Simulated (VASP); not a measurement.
# AlN (P1) in VASP: a series of runs, part 2 of 2

VASP 6.6.1.

## 4. Single point, PBEsol

INCAR reads:

```
PREC     = Accurate       # precision mode
ENCUT    = 520            # plane-wave cutoff, eV
EDIFF    = 1E-6           # SCF threshold, eV
ISMEAR   = 0              # smearing method
SIGMA    = 0.05           # smearing width, eV
LREAL    = False          # projectors in reciprocal space
LASPH    = True           # aspherical terms in the spheres
NELM     = 80             # most SCF steps
ALGO     = Normal         # electronic algorithm
ISIF     = 2              # what is computed and relaxed
LWAVE    = False          # write WAVECAR
LCHARG   = False          # write CHGCAR
GGA      = PS             # functional
NBANDS   = 26             # bands
```

KPOINTS reads:

```
regular mesh
0
Gamma
  8 8 3
```

POSCAR reads:

```
AlN
1.0
   -3.1135599822      0.0000000000      0.0000000000
   -1.5567799911     -2.6964220408      0.0000000000
   -0.6486583296     -1.1235091837     13.1667009506
Al N
4 4
Direct
    0.3333333333      0.0480514361      0.6846765534
    0.3333333333      0.2057519899      0.3061952243
    0.6666666667      0.6179356001      0.1169545598
    0.6666666667      0.4602350463      0.4954358889
    0.3333333333      0.3032141230      0.0722861048
    0.3333333333      0.1455135692      0.4507674338
    0.6666666667      0.5576971795      0.2615267693
    0.6666666667      0.3999966257      0.6400080984
```

Started as:

```bash
> cat potpaw_PBE.64/Al/POTCAR potpaw_PBE.64/N/POTCAR > POTCAR
> mpirun -np 1 vasp_std > vasp.out
```

Run time: 4.1 min. Hardware: 1 thread of Intel Xeon Platinum 8488C (Sapphire Rapids), shared host; peak memory 0.36 GiB.

Results (log left out):

| Quantity | Value |
| --- | --- |
| Free energy | -58.6687 eV |
| Pressure | -1.2 GPa |
| Largest force | 2.049 eV/Å |
| Band gap on the k mesh | zero (bands 16 and 17 overlap by 0.20 eV) |

Forces in eV/Å, atoms in the order of the input:
```
Al   0.000 -0.001 -0.319
Al   0.000  0.000 -1.312
Al   0.000  0.000 -2.049
Al   0.000  0.000 -1.388
N    0.001  0.001  1.535
N    0.000  0.000  1.205
N    0.000  0.000  1.344
N   -0.001  0.000  0.985
```

Stress tensor (GPa, compression positive):
```
-1.68 -0.01  0.01
-0.01 -1.69  0.00
 0.01  0.00 -0.29
```

Levels at points of the mesh, in eV from the Fermi level:
| k point | band 12 | band 13 | band 14 | band 15 | band 16 | band 17 | band 18 | band 19 | band 20 | band 21 |
| --- | --- | --- | --- | --- | --- | --- | --- | --- | --- | --- |
| (0.00, 0.00, 0.00) | -1.48 | -1.48 | -0.87 | -0.64 | 0.12 | 0.12 | 3.15 | 3.90 | 4.97 | 6.30 |
| (0.50, 0.00, 0.00) | -3.49 | -2.49 | -2.34 | -0.65 | -0.16 | 0.76 | 2.26 | 3.63 | 4.27 | 5.31 |
| (0.00, 0.50, 0.00) | -3.49 | -2.49 | -2.34 | -0.65 | -0.16 | 0.76 | 2.27 | 3.61 | 4.28 | 5.34 |
| (0.50, 0.50, 0.00) | -3.49 | -2.49 | -2.34 | -0.65 | -0.16 | 0.75 | 2.24 | 3.63 | 4.29 | 5.42 |

Caveat: semilocal functionals underestimate gaps, so a narrow gap can read as zero; the PAW data sets were made with another functional, which shifts forces and pressure a little.

## 5. Single point, PBEsol

This run uses another cell than the first one, of 11.19 Å³/atom.

INCAR reads:

```
SYSTEM = AlN
PREC = Accurate
ENCUT = 520
EDIFF = 1E-6
ISMEAR = 0
SIGMA = 0.05
LREAL = .False.
LASPH = .True.
NELM = 80
ALGO = Normal
ISIF = 2
LWAVE = .False.
LCHARG = .False.
GGA = PS
NBANDS = 26
```

KPOINTS reads:

```
Automatic mesh
0
Gamma
  8 8 3
  0 0 0
```

POSCAR reads:

```
AlN
1.0
   -3.1135599822      0.0000000000      0.0000000000
   -1.5567799911     -2.6964220408      0.0000000000
   -0.6486583296     -1.1235091837     10.6667009506
Al N
4 4
Direct
    0.3333333333     -0.0188112937      0.8451471048
    0.3333333333      0.1758502086      0.3779594994
    0.6666666667      0.6065142931      0.1443656966
    0.6666666667      0.4118527908      0.6115533021
    0.3333333333      0.2961549558      0.0892281061
    0.3333333333      0.1014934535      0.5564157116
    0.6666666667      0.5321575380      0.3228219088
    0.6666666667      0.3374960357      0.7900095143
```

Potentials or basis: VASP PAW PBE potentials, release 64 (Al, N).

Started as:

```bash
> cat potpaw_PBE.64/Al/POTCAR potpaw_PBE.64/N/POTCAR > POTCAR
> mpirun -np 1 vasp_std > vasp.out
```

OUTCAR:

```text
SYSTEM = AlN
   PREC = Accurate
   ENCUT = 520
   EDIFF = 1E-6
   ISMEAR = 0
   LREAL = .False.
   LASPH = .True.
   NELM = 80
   ISIF = 2
   GGA = PS

 ion  position               nearest neighbor table
   1  0.333  0.981  0.845-   8 1.89   8 1.89   8 1.89   4 3.07   4 3.07   4 3.07   3 3.33
   2  0.333  0.176  0.378-   7 1.89   7 1.89   7 1.89   6 1.90   4 3.07   4 3.07   4 3.07   3 3.07
                             3 3.07   3 3.07
   3  0.667  0.607  0.144-   5 1.89   5 1.89   5 1.89   7 1.90   2 3.07   2 3.07   2 3.07   1 3.33

   4  0.667  0.412  0.612-   6 1.89   6 1.89   6 1.89   8 1.90   1 3.07   2 3.07   1 3.07   2 3.07
                             2 3.07   1 3.07
   5  0.333  0.296  0.089-   3 1.89   3 1.89   3 1.89
   6  0.333  0.101  0.556-   4 1.89   4 1.89   4 1.89   2 1.90
   7  0.667  0.532  0.323-   2 1.89   2 1.89   2 1.89   3 1.90
   8  0.667  0.337  0.790-   1 1.89   1 1.89   1 1.89   4 1.90

  LATTYP: Found a base centered monoclinic cell.
 ALAT       =     3.1135599822
 B/A-ratio  =     1.7320508076
 C/A-ratio  =     3.4511309262
 COS(beta)  =    -0.1207333699

  Lattice vectors:

 A1 = (   3.1135599822,   0.0000000000,   0.0000000000)
 A2 = (  -1.5567799911,   2.6964220408,   0.0000000000)
 A3 = (  -0.6486583296,  -1.1235091837,  10.6667009506)

Analysis of symmetry for initial positions (statically):
=====================================================================
 Subroutine PRICEL returns:
 Original cell was already a primitive cell.

 Routine SETGRP: Setting up the symmetry group for a
 base centered monoclinic supercell.

 Subroutine GETGRP returns: Found  1 space group operations
 (whereof  1 operations were pure point group operations)
 out of a pool of  4 trial point group operations.

The static configuration has the point symmetry C_1 .

Analysis of symmetry for dynamics (positions and initial velocities):
=====================================================================
 Subroutine PRICEL returns:
 Original cell was already a primitive cell.

 Routine SETGRP: Setting up the symmetry group for a
 base centered monoclinic supercell.

 Subroutine GETGRP returns: Found  1 space group operations
 (whereof  1 operations were pure point group operations)
 out of a pool of  4 trial point group operations.

The dynamic configuration has the point symmetry C_1 .

 Subroutine INISYM returns: Found  1 space group operations
 (whereof  1 operations are pure point group operations),
 and found     1 'primitive' translations

----------------------------------------------------------------------------------------

                                     Primitive cell

  volume of cell :      89.5520

  direct lattice vectors                    reciprocal lattice vectors
    -3.113559982  0.000000000  0.000000000    -0.321175762  0.185430913  0.000000000
    -1.556779991 -2.696422041  0.000000000     0.000000000 -0.370861825 -0.039062374
    -0.648658330 -1.123509184 10.666700951     0.000000000  0.000000000  0.093749699

  length of vectors
     3.113559982  3.113559982 10.745303145     0.370861825  0.372913345  0.093749699

  position of ions in fractional coordinates (direct lattice)
     0.333333333  0.981188706  0.845147105
     0.333333333  0.175850209  0.377959499
[... 41 lines left out ...]

 Found     98 irreducible k-points:

 Following reciprocal coordinates:
            Coordinates               Weight
  0.000000  0.000000  0.000000      1.000000
  0.125000  0.000000  0.000000      2.000000
  0.250000  0.000000  0.000000      2.000000
  0.375000  0.000000  0.000000      2.000000
  0.500000  0.000000  0.000000      1.000000
  0.000000  0.125000 -0.000000      2.000000
[... 16 lines left out ...]
 -0.375000 -0.375000  0.000000      2.000000
  0.125000  0.375000 -0.000000      2.000000
 [... further k-points ...]
   k-points           NKPTS =     98   k-points in BZ     NKDIM =     98   number of bands    NBANDS=     26
   number of dos      NEDOS =    301   number of ions     NIONS =      8
   total plane-waves  NPLWV =  46080
   dimension x,y,z NGX =    24 NGY =   24 NGZ =   80
   dimension x,y,z NGXF=    48 NGYF=   48 NGZF=  160
   ions per type =               4   4
   NGX,Y,Z   is equivalent  to a cutoff of  12.81, 12.81, 12.38 a.u.
   NGXF,Y,Z  is equivalent  to a cutoff of  25.63, 25.63, 24.75 a.u.
 SYSTEM =  AlN
   PREC   = accura    normal or accurate (medium, high low for compatibility)
   ISTART =      0    job   : 0-new  1-cont  2-samecut
   ICHARG =      2    charge: 1-file 2-atom 10-const
   ISPIN  =      1    spin polarized calculation?
   LNONCOLLINEAR =      F non collinear calculations
   LSORBIT =      F    spin-orbit coupling
   LASPH  =      T    aspherical Exc in radial PAW
   ENCUT  =  520.0 eV  38.22 Ry    6.18 a.u.   5.79  5.79 19.98*2*pi/ulx,y,z
   NELM   =     80;   NELMIN=  2; NELMDL= -5     # of ELM steps
   EDIFF  = 0.1E-05   stopping-criterion for ELM
   LREAL  =      F    real-space projection
[... 7 lines left out ...]
   TEBEG  =    0.0;   TEEND  =   0.0 temperature during run
   PSTRESS=    0.0 pullay stress
   NELECT =      32.0000    total number of electrons
   NUPDOWN=      -1.0000    fix difference up-down
   EMIN   =  10.00;   EMAX   =-10.00  energy-range for DOS
   EFERMI =   0.00;   METHOD = LEGACY
   ISMEAR =     0;   SIGMA  =   0.05  broadening in eV -4-tet -1-fermi 0-gaus
   EFERMI_NEDOS =   21; number of points for ismear=-14 and -15
   IALGO  =     38    algorithm
   IMIX   =      4    mixing-type and parameters
     AMIX     =   0.40;   BMIX     =  1.00
     AMIX_MAG =   1.60;   BMIX_MAG =  1.00
  volume/ion in A,a.u.               =      11.19        75.54
  Fermi-wavevector in a.u.,A,eV,Ry     =   1.161715  2.195324 18.362187  1.349583
  Thomas-Fermi vector in A             =   2.298284
   LORBIT       =      0    0 simple, 1 ext, 2 COOP (PROOUT), +10 PAW based schemes
   GGA     = PS    functional components
   LHFCALC =     F    Hartree Fock is set to
   AEXX    =    0.0000 exact exchange contribution
   IVDW    =     0    specifies the selected vdW correction
   LEPSILON=     F    determine dielectric tensor
   LRPA    =     F    only Hartree local field effects (RPA)
 non-spin polarized calculation
 Gauss-broadening in eV      SIGMA  =   0.05
  energy-cutoff  :      520.00
  volume of cell :       89.55
 maximum number of plane-waves:      2426
   NGX = 11   NGY = 11   NGZ = 39

 number of electron      31.9999999 magnetization

 Free energy of the ion-electron system (eV)
  ---------------------------------------------------
  ext. energy  EPLUGINS =         0.00000000
  ---------------------------------------------------
  free energy    TOTEN  =       -60.70542318 eV

  energy without entropy =      -60.70542318  energy(sigma->0) =      -60.70542318

 E-fermi :   6.6515     XC(G=0): -10.7859

 val. band max:        6.3975750617   @ k =   0.0000   0.0000   0.0000
 cond. band min:       8.0629159053   @ k =   0.0000   0.0000   0.0000
 fundamental gap:      1.6653408436
 Fermi energy:         6.6515277685

 k-point     1 :       0.0000    0.0000    0.0000
  band No.  band energies     occupation
      1     -10.2696      2.00000
      2      -9.2504      2.00000
      3      -8.3538      2.00000
      4      -6.8441      2.00000
      5      -0.7948      2.00000
      6       1.4559      2.00000
[... 685 lines left out ...]
     25      15.4403      0.00000
     26      16.0349      0.00000

 [... further k-points ...]

------------------------ aborting loop because EDIFF is reached ----------------------------------------

  FORCE on cell =-STRESS in cart. coord.  units (eV):
  Direction    XX          YY          ZZ          XY          YZ          ZX
  --------------------------------------------------------------------------------------
  -------------------------------------------------------------------------------------
  Total       -1.0210502     -2.2377747     -4.0791335     -0.7226986      0.5318359      1.0477157
  in kB      -18.2676410    -40.0360953    -72.9799013    -12.9298236      9.5150931     18.7447134
  external PRESSURE =     -43.7612126 kB  Pullay stress =       0.0000000 kB

 VOLUME and BASIS-vectors are now :
 -----------------------------------------------------------------------------
  energy-cutoff  :      520.00
  volume of cell :       89.55
      direct lattice vectors                 reciprocal lattice vectors
    -3.113559982  0.000000000  0.000000000    -0.321175762  0.185430913  0.000000000
    -1.556779991 -2.696422041  0.000000000     0.000000000 -0.370861825 -0.039062374
    -0.648658330 -1.123509184 10.666700951     0.000000000  0.000000000  0.093749699

 POSITION                                       TOTAL-FORCE (eV/Angst)
 -----------------------------------------------------------------------------------
     -3.11356     -3.59523      9.01493        -0.075481     -0.292628      1.105031
     -1.55678     -0.89881      4.03158         0.002821      0.005144     -0.891024
     -3.11356     -1.79761      1.53991        -0.076339      0.044780     -1.372297
     -3.11356     -1.79761      6.52326        -0.029181      0.006859     -0.887451
     -1.55678     -0.89881      0.95177         0.339078      0.167433     -0.489598
     -1.55678     -0.89881      5.93512        -0.008561      0.006496      0.832251
     -3.11356     -1.79761      3.44344         0.029960      0.004378      0.916384
     -3.11356     -1.79761      8.42680        -0.182297      0.057537      0.786704
 -----------------------------------------------------------------------------------
    total drift:                                0.000117      0.000127     -0.000913

  FREE ENERGIE OF THE ION-ELECTRON SYSTEM (eV)
  ---------------------------------------------------
  free  energy   TOTEN  =       -60.7054231801 eV

  energy  without entropy=      -60.7054231801  energy(sigma->0) =      -60.70542318
```

It took 74 s on 1 thread of Intel Xeon 6975P-C (Granite Rapids), shared host; peak memory 0.3 GiB.

What came out:

```
Free energy            : -60.7054 eV
Pressure               : -4.4 GPa
Largest force          : 1.375 eV/Å
Band gap on the k mesh : 1.67 eV
```

Forces on the atoms (eV/Å):
```
Al  -0.075 -0.293  1.105
Al   0.003  0.005 -0.891
Al  -0.076  0.045 -1.372
Al  -0.029  0.007 -0.887
N    0.339  0.167 -0.490
N   -0.009  0.006  0.832
N    0.030  0.004  0.916
N   -0.182  0.058  0.787
```

Stress tensor (GPa, compression positive):
```
-1.83 -1.29  1.87
-1.29 -4.00  0.95
 1.87  0.95 -7.30
```

Levels at points of the mesh, in eV from the valence-band top:
| k point | band 13 | band 14 | band 15 | band 16 | band 17 | band 18 | band 19 | band 20 |
| --- | --- | --- | --- | --- | --- | --- | --- | --- |
| (0.00, 0.00, 0.00) | -1.23 | -0.91 | -0.06 | 0.00 | 1.67 | 4.51 | 4.85 | 5.72 |
| (0.50, 0.00, 0.00) | -2.32 | -2.08 | -1.00 | -0.82 | 2.85 | 3.20 | 4.35 | 4.82 |
| (0.00, 0.50, 0.00) | -2.47 | -2.08 | -0.85 | -0.68 | 2.13 | 3.71 | 4.43 | 4.60 |
| (0.50, 0.50, 0.00) | -2.30 | -2.08 | -0.82 | -0.65 | 2.13 | 3.41 | 4.51 | 4.78 |

Caveat: the cell stands under tension; the PAW data sets were made with another functional, which shifts forces and pressure a little; an odd mesh through Γ misses points on the zone boundary, where band edges can lie.

## 6. Single point, PBEsol

This run uses another cell than the first one, of 11.19 Å³/atom.

INCAR reads:

```
PREC     = Accurate       # precision mode
ENCUT    = 520            # plane-wave cutoff, eV
EDIFF    = 1E-6           # SCF threshold, eV
ISMEAR   = 0              # smearing method
SIGMA    = 0.05           # smearing width, eV
LREAL    = False          # projectors in reciprocal space
LASPH    = True           # aspherical terms in the spheres
NELM     = 80             # most SCF steps
ALGO     = Normal         # electronic algorithm
ISIF     = 2              # what is computed and relaxed
LWAVE    = False          # write WAVECAR
LCHARG   = False          # write CHGCAR
GGA      = PS             # functional
NBANDS   = 26             # bands
```

KPOINTS reads:

```
regular mesh
0
Gamma
  8 8 3
```

POSCAR reads:

```
AlN
1.0
   -3.1135599822      0.0000000000      0.0000000000
   -1.5567799911     -2.6964220408      0.0000000000
   -0.3891949978     -0.6741055102     10.6667009506
Al N
4 4
Direct
    0.3333333333      0.1220465571      0.8451471048
    0.3333333333      0.2388434585      0.3779594994
    0.6666666667      0.6305752425      0.1443656966
    0.6666666667      0.5137783411      0.6115533021
    0.3333333333      0.3110263068      0.0892281061
    0.3333333333      0.1942294054      0.5564157116
    0.6666666667      0.5859611895      0.3228219088
    0.6666666667      0.4691642881      0.7900095143
```

Potentials or basis: VASP PAW PBE potentials, release 64 (Al, N).

Started as:

```bash
> cat potpaw_PBE.64/Al/POTCAR potpaw_PBE.64/N/POTCAR > POTCAR
> mpirun -np 1 vasp_std > vasp.out
```

Wall time 72 s (1 thread of Intel Xeon 6975P-C (Granite Rapids), shared host); peak memory 0.31 GiB.

The run converged. Its results:

```yaml
Free_energy: -60.9837 eV
Pressure: -4.5 GPa
Largest_force: 1.539 eV/Å
Band_gap_on_the_k_mesh: 1.84 eV
```

Forces in eV/Å, atoms in the order of the input:
```
Al  -0.230 -0.487  1.442
Al   0.005  0.009 -0.827
Al  -0.036  0.029 -1.446
Al  -0.019 -0.007 -0.822
N    0.371  0.447 -0.799
N   -0.003  0.004  0.781
N    0.026  0.024  0.857
N   -0.112 -0.018  0.815
```

Stress tensor (GPa, compression positive):
```
-1.15 -0.50  2.05
-0.50 -2.84  2.55
 2.05  2.55 -9.40
```

Levels at points of the mesh, in eV from the valence-band top:
```
           k point  band 14  band 15  band 16  band 17  band 18  band 19
(0.00, 0.00, 0.00)    -0.91    -0.03     0.00     1.84     4.60     4.98
(0.50, 0.00, 0.00)    -2.06    -1.11    -0.76     3.02     3.41     4.50
(0.00, 0.50, 0.00)    -2.07    -0.96    -0.75     2.50     3.74     4.57
(0.50, 0.50, 0.00)    -2.06    -0.95    -0.78     2.77     3.45     4.61
```

Caveat: the cell stands under tension; the PAW data sets were made with another functional, which shifts forces and pressure a little; an odd mesh through Γ misses points on the zone boundary, where band edges can lie.

## 7. The runs side by side

```csv
cell,gap on the mesh (eV),pressure (GPa),largest force (eV/Å)
"a = 3.114, b = 3.114, c = 13.208 Å, angles 85.5, 87.7, 60.0°, 8 atoms",none,-1.2,2.05
"a = 3.114, b = 3.114, c = 13.177 Å, angles 87.7, 88.9, 60.0°, 8 atoms",none,-1.2,2.05
"a = 3.114, b = 3.114, c = 13.230 Å, angles 84.4, 87.2, 60.0°, 8 atoms",none,-1.2,2.05
"a = 3.114, b = 3.114, c = 10.745 Å, angles 83.1, 86.5, 60.0°, 8 atoms",1.67,-4.4,1.38
"a = 3.114, b = 3.114, c = 10.695 Å, angles 85.8, 87.9, 60.0°, 8 atoms",1.84,-4.5,1.54
```

Alike in all rows: task single point; level PBEsol; potentials or basis VASP PAW PBE potentials, release 64 (Al, N); no spin polarisation; k mesh 8 × 8 × 3; cutoff (eV) 520; smearing gaussian 0.05 eV.

Caveats: the PAW data sets were made with another functional, which shifts forces and pressure a little; semilocal functionals underestimate gaps, so a narrow gap can read as zero (at least some runs); the cell stands under tension (at least some runs); an odd mesh through Γ misses points on the zone boundary, where band edges can lie (at least some runs).

Absolute energies hang on the potentials; compare differences alone.
